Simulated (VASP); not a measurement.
A run of VASP 6.6.1 is set up as follows.

The input INCAR:

```
PREC = Accurate
ENCUT = 520
EDIFF = 1E-6
ISMEAR = 0
SIGMA = 0.05
LREAL = Auto
LASPH = T
NELM = 80
ALGO = Normal
ISIF = 2
LWAVE = F
LCHARG = F
GGA = PE
NBANDS = 50
```

The input KPOINTS:

```
Automatic mesh
0
Gamma
  1 1 9
```

The input POSCAR:

```
H7C6
1.0
   14.7000000000      0.0000000000      0.0000000000
    0.0000000000     15.0000000000      0.0000000000
    0.0000000000      0.0000000000      3.7225775238
C H
12 14
Direct
    0.5309085780      0.5302912171      0.5013984469
    0.3500115419      0.4701377643      0.2514443554
    0.5899653395      0.4719835793      0.2426360391
    0.5285887680      0.4118328747      0.0073639548
    0.5304698015      0.6469913074     -0.0014445580
    0.5904057585      0.5885997254      0.7556613669
    0.4100346605      0.5280164207      0.0073639609
    0.6499884581      0.5298622357     -0.0014443554
    0.4690914220      0.4697087829      0.7486015531
    0.4095942415      0.4114002746      0.4943386331
    0.4695301985      0.3530086926      0.2514445580
    0.4714112320      0.5881671253      0.2426360452
    0.3052773945      0.5133673483      0.4120626626
    0.3042903137      0.4277266709      0.0915726741
    0.6343745841      0.4276510544      0.3995094968
    0.5738282217      0.3683138435      0.8504911207
    0.5737476001      0.6917978327      0.1584235002
    0.4863558992      0.6908294707      0.8379402592
    0.6349316041      0.6322337426      0.5968096843
    0.3656254159      0.5723489456      0.8504905032
    0.6947226055      0.4866326517      0.8379373374
    0.6957096863      0.5722733291      0.1584273259
    0.3650683959      0.3677662574      0.6531903157
    0.5136441008      0.3091705293      0.4120597408
    0.4262523999      0.3082021673      0.0915764998
    0.4261717783      0.6316861565      0.3995088793
```

Potentials or basis: VASP PAW PBE potentials, release 64 (C, H).

The run is started by

```bash
$ cat potpaw_PBE.64/C/POTCAR potpaw_PBE.64/H/POTCAR > POTCAR
$ mpirun -np 1 vasp_std > vasp.out
```

Question: Predict the largest force.

Answer: 0.026 eV/Å.

Question: What does it give for the band gap on the k mesh?

Answer: 4.14 eV.

Forces in eV/Å, atoms in the order of the input:
```
C   -0.005 -0.002 -0.001
C    0.001 -0.006  0.002
C    0.003  0.001  0.008
C    0.001  0.005 -0.001
C   -0.005  0.005 -0.001
C    0.000 -0.002 -0.010
C   -0.003 -0.001 -0.008
C   -0.001  0.006 -0.002
C    0.005  0.002  0.001
C    0.000  0.002  0.010
C    0.005 -0.005  0.001
C   -0.001 -0.005  0.001
H   -0.016  0.016  0.014
H   -0.016 -0.016 -0.013
H    0.015 -0.015  0.013
H    0.015 -0.015 -0.013
H    0.016  0.016  0.013
H   -0.016  0.016 -0.014
H    0.015  0.015 -0.013
H   -0.015  0.015 -0.013
H    0.016 -0.016 -0.014
H    0.016  0.016  0.013
H   -0.015 -0.015  0.013
H    0.016 -0.016  0.014
H   -0.016 -0.016 -0.013
H   -0.015  0.015  0.013
```
